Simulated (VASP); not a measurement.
AgBr, 2 atoms in the cell. It takes space group I4/mmm (No. 139, tetragonal). The conventional cell has a = 4.081 Å, b = 4.081 Å, c = 5.888 Å, α = 90.00°, β = 90.00°, γ = 90.00°. Within 3.8 Å of Ag (site symmetry 4/mmm) lie 6 Br at 2.89 to 2.94 Å. Br (site symmetry 4/mmm) has 6 Ag at 2.89 to 2.94 Å within 3.8 Å.  This cell differs from its parent crystal: zz strain of +2 %.

* Program: VASP 6.6.1
* Task: electric field gradients
* Functional: PBEsol
* Potentials or basis: VASP PAW PBE potentials, release 64 (Ag, Br)
* Cutoff: 400 eV
* k mesh: 7 × 7 × 7
* Occupations: fermi-dirac, width 0.02 eV
* Spin: no spin polarisation
* Dipole correction: no
* Further INCAR settings: ALGO = Normal; EDIFF = 1e-08; NBANDS = 16

Potentials or basis: VASP PAW PBE potentials, release 64 (Ag, Br).

The run is started by

```sh
$ cat potpaw_PBE.64/Ag/POTCAR potpaw_PBE.64/Br/POTCAR > POTCAR
$ mpirun -np 1 vasp_std > vasp.out
```

Hardware: 1 thread of Intel Xeon 8259CL, on a shared host.

How long does it take, and how much memory?

Wall time 44 s on 1 thread of Intel Xeon 8259CL (shared host), peak memory 0.17 GiB. Counts: scf iterations 14, k points 40.
